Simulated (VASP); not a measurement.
Here is a VASP 6.6.1 calculation.

The input POSCAR:

```
SiSe
1.0
    3.5952000000      0.0000000000      0.0000000000
   -1.7976000000      3.1135300000      0.0000000000
    0.0000000000      0.0000000000      3.5987300000
Si Se
1 1
Direct
    0.6666700000      0.3333300000      0.5000000000
    0.0000000000      0.0000000000      0.0000000000
```

Contents of INCAR.step1:

```
PREC = Accurate
ENCUT = 520
ISMEAR = -1
SIGMA = 0.05
LREAL = False
LASPH = True
NELM = 80
NBANDS = 12
GGA = PE
ALGO = Normal
EDIFF = 1E-4
LWAVE = True
LCHARG = False
```

File INCAR.step2:

```
PREC = Accurate
ENCUT = 520
EDIFF = 1E-6
ISMEAR = -1
SIGMA = 0.05
LREAL = False
LASPH = True
NELM = 80
ALGO = Normal
ISIF = 2
LWAVE = False
LCHARG = False
METAGGA = R2SCAN
LMIXTAU = True
NBANDS = 12
ISTART = 1
```

KPOINTS

```
Automatic mesh
0
Gamma
  5 5 4
```

Potentials or basis: VASP PAW PBE potentials, release 64 (Si, Se).

The run is started by

```console
$ cat potpaw_PBE.64/Si/POTCAR potpaw_PBE.64/Se/POTCAR > POTCAR
$ cp INCAR.step1 INCAR
$ mpirun -np 1 vasp_std > vasp.out
$ cp INCAR.step2 INCAR
$ mpirun -np 1 vasp_std > vasp.out
```

**Question.** What does it give for the pressure?

**Answer.** -1.0 GPa.

**Question.** Predict the band gap on the k mesh.

**Answer.** Zero (bands 5 and 6 overlap by 3.17 eV).

Stress tensor (GPa, compression positive):
```
-0.47  0.00  0.00
 0.00 -0.47  0.00
 0.00  0.00 -2.15
```

Caveat: the k points lie up to 0.44 Å⁻¹ apart, too coarse for converged energies and pressures of a metal; the PAW data sets were made with another functional, which shifts forces and pressure a little.
